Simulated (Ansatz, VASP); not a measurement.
CdCo2: VASP beside Ansatz

File INCAR:

```
SYSTEM = CdCo2
PREC = Accurate
ENCUT = 600
EDIFF = 1E-6
ISMEAR = 0
SIGMA = 0.1
LREAL = .False.
LASPH = .True.
NELM = 150
ALGO = Normal
ISIF = 3
LWAVE = .False.
LCHARG = .False.
ISPIN = 2
MAGMOM = 0 1.85 1.85
LORBIT = 11
LMAXMIX = 4
GGA = PE
IBRION = 2
NSW = 90
EDIFFG = -0.04
```

Contents of KPOINTS:

```
regular mesh
0
Gamma
  6 6 6
  0 0 0
```

File POSCAR:

```
CdCo2
1.0
    4.1498238260      0.0000000000      0.0000000000
   -2.0749119130      3.5938528545      0.0000000000
    0.0000000000      0.0000000000      2.8415629229
Cd Co
1 2
Direct
    0.0000000000      0.0000000000      0.0000000000
    0.3333333333      0.6666666667      0.5000000000
    0.6666666667      0.3333333333      0.5000000000
```

Input for Ansatz:

```yaml
crystal:
  lattice:
    - [4.149823826, 0.0, 0.0]
    - [-2.074911913, 3.5938528545, 0.0]
    - [0.0, 0.0, 2.8415629229]
  atoms:
    - { symbol: Cd, position: [0.0, 0.0, 0.0] }
    - { symbol: Co, position: [0.3333333333, 0.6666666667, 0.5], spin: 1.85 }
    - { symbol: Co, position: [0.6666666667, 0.3333333333, 0.5], spin: 1.85 }
basis:
  ecutwfc: 420
kpoints:
  mp_grid: { grid: [6, 6, 6] }
hamiltonian:
  xc: pbe
scf:
  occupations: { method: gaussian, width: 0.1 }
  lower_state_search: "off"
output:
  forces: true
  stress: true
  eigenvalues: true
  populations: true
magnetization:
  spin_polarized: true
relax:
  adjacent_minimum: "off"
  f_tol: 0.04
  max_steps: 70
  cell: { stress_tol: 0.4 }
```

Alike in both runs: task relaxation of cell and atoms; functional PBE; k mesh 6 × 6 × 6; occupations gaussian, width 0.1 eV; collinear spin.

|  | VASP | Ansatz |
| --- | --- | --- |
| version | VASP 6.6.1 | Ansatz 0.2.0 |
| potentials or method | VASP PAW PBE potentials, release 64 (Cd, Co), cutoff 600 eV | scalar-relativistic, plane waves, PAW |
| valence electrons in the cell | 30 | 54 |

Ansatz gave:

| Item | Value |
| --- | --- |
| gap on the k mesh at the Fermi level, each at its own relaxed structure (eV) | none |
| net moment per atom (μB) | 1.19 |
| size of the moment on the site where the two differ most (μB) | 1.81 |
| relaxed volume (Å³/atom) | 14.20 |
| relaxed length of the cell vector where the two differ most in proportion (Å) | 2.822 |

Question: Estimate VASP's values.

Answer: gap on the k mesh at the Fermi level, each at its own relaxed structure (eV): none; net moment per atom (μB): 1.19; size of the moment on the site where the two differ most (μB): 1.80; relaxed volume (Å³/atom): 14.26; relaxed length of the cell vector where the two differ most in proportion (Å): 2.835.

Site moments also hang on the region over which each program counts them. A gap of «none» marks a metal or a gap that the smearing closes. VASP's potentials hold 30 valence electrons a cell and Ansatz's 54, so a difference there can come from the potentials and not from the codes.

The k mesh is coarse, so the values compare programs but aren't converged.
